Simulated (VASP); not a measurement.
## CuSi16 (a cell with a defect): single point with PBE

System: CuSi16 (a cell with a defect).

```
CELL_PARAMETERS angstrom
0.00000 5.43000 5.43000
5.43000 0.00000 5.43000
5.43000 5.43000 0.00000
ATOMIC_POSITIONS crystal
Si 0.99786 0.00133 0.00345
Si 0.12398 0.13234 0.11828
Si 0.98303 0.00237 0.50830
Si 0.11208 0.12652 0.62915
Si 0.00489 0.50332 0.01130
Si 0.12978 0.62899 0.13186
Si 0.99950 0.49900 0.50588
Si 0.11970 0.62007 0.63718
Si 0.50816 0.00709 0.97330
Si 0.62534 0.12492 0.11272
Si 0.48592 0.98546 0.48981
Si 0.61504 0.11604 0.60191
Si 0.50239 0.49730 0.00339
Si 0.63350 0.62398 0.11777
Si 0.50267 0.48368 0.50740
Si 0.62683 0.61185 0.62904
Cu 0.34820 0.84897 0.33997
```

```yaml
Program: VASP 6.6.1
Task: single point
Functional: PBE
Potentials_or_basis: VASP PAW PBE potentials, release 64 (Si, Cu)
Cutoff: 520 eV
k_mesh: 2 × 2 × 2
Occupations: gaussian, width 0.05 eV
Spin: no spin polarisation
Dipole_correction: no
Charge: 1
Further_INCAR_settings: LREAL = Auto; ALGO = Normal; EDIFF = 1e-07; NBANDS = 52; NELECT = 74.0
```

* Largest force: 0.025 eV/Å

Forces in eV/Å, atoms in the order of the input:
```
Si  -0.001 -0.012  0.007
Si  -0.001  0.005 -0.005
Si   0.008 -0.014  0.005
Si   0.000  0.004 -0.009
Si   0.002 -0.015  0.011
Si  -0.001  0.008 -0.007
Si   0.001 -0.004  0.001
Si  -0.007  0.008 -0.005
Si   0.002 -0.021  0.013
Si  -0.003  0.000 -0.005
Si   0.011  0.005  0.015
Si  -0.002  0.012 -0.011
Si  -0.003 -0.006  0.007
Si  -0.013  0.009 -0.015
Si   0.005 -0.001  0.000
Si   0.000  0.009 -0.007
Cu   0.002  0.013  0.004
```

Levels at points of the mesh, in eV from the Fermi level:
```
           k point  band 35  band 36  band 37  band 38  band 39  band 40
(0.00, 0.00, 0.00)    -0.63    -0.19    -0.08     0.08     0.40     0.59
(0.50, 0.00, 0.00)    -0.90    -0.84    -0.75     0.55     1.12     1.25
(0.00, 0.50, 0.00)    -0.90    -0.84    -0.74     0.55     1.12     1.25
(0.00, 0.00, 0.50)    -0.89    -0.87    -0.80     0.50     1.15     1.24
(0.50, 0.50, 0.50)    -0.89    -0.66    -0.52     0.52     1.00     1.34
(0.50, 0.50, 0.00)    -1.50    -1.41    -1.12     0.67     0.98     1.95
(0.00, 0.50, 0.50)    -1.46    -1.43    -1.08     0.66     0.99     1.94
(0.50, 0.00, 0.50)    -1.46    -1.43    -1.08     0.65     0.99     1.94
```

Run time: 7.6 min on 1 thread of Intel(R) Xeon(R) Platinum 8259CL CPU @ 2.50GHz (Skylake/Cascade Lake) (shared host), peak memory 0.5 GiB.

Caveat: the k points lie up to 0.50 Å⁻¹ apart; the cell carries a net charge on a neutralising background, which shifts energy and pressure; the cell is charged against a uniform background, so pressure and absolute levels hang on convention.
